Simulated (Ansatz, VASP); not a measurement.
One calculation of Ru14W, two programs

```
Ru W
1.0
     4.07944    2.35526    0.00000
    -4.07944    2.35526    0.00000
     0.00000    0.00000   20.59361
Ru W
14 1
Direct
  0.33333 0.33314 0.29365
  0.66648 0.00000 0.29365
  0.00019 0.66686 0.29365
  0.33333 0.00000 0.39491
  0.66667 0.66667 0.39301
  0.00000 0.33333 0.39301
  0.33333 0.33545 0.49898
  0.66878 0.00000 0.49898
  0.99788 0.66455 0.49898
  0.66667 0.66667 0.60624
  0.00000 0.33333 0.60624
  0.33333 0.33534 0.70708
  0.66867 0.00000 0.70708
  0.99800 0.66466 0.70708
  0.33333 0.00000 0.60747
```

Alike in both runs: functional PBE; k mesh 6 × 6 × 1; occupations methfessel-paxton of order 1, width 0.1 eV; no spin polarisation.

Ansatz relaxed the structure, and its values are those at the end. VASP's run is a single point on that final structure, the one shown.

|  | VASP | Ansatz |
| --- | --- | --- |
| version | VASP 6.6.1 | Ansatz 0.2.0 |
| potentials or method | VASP PAW PBE potentials, release 64 (Ru_pv, W_sv), cutoff 520 eV | scalar-relativistic, plane waves, PAW |
| valence electrons in the cell | 210 | 238 |

|  | VASP | Ansatz | Ansatz less VASP |
| --- | --- | --- | --- |
| gap on the k mesh at the Fermi level (eV) | none | none | - |
| rms of the force components (eV/Å) | 0.017 | 0.015 | -0.0024 |

A gap of «none» marks a metal or a gap that the smearing closes. The functional is the same, so the differences come from potentials, cutoffs and numerics. VASP's potentials hold 210 valence electrons a cell and Ansatz's 238, so a difference there can come from the potentials and not from the codes. Ansatz's warnings: structure snapped to symmetry, vacuum density over bound.

Spin-orbit coupling is off throughout.
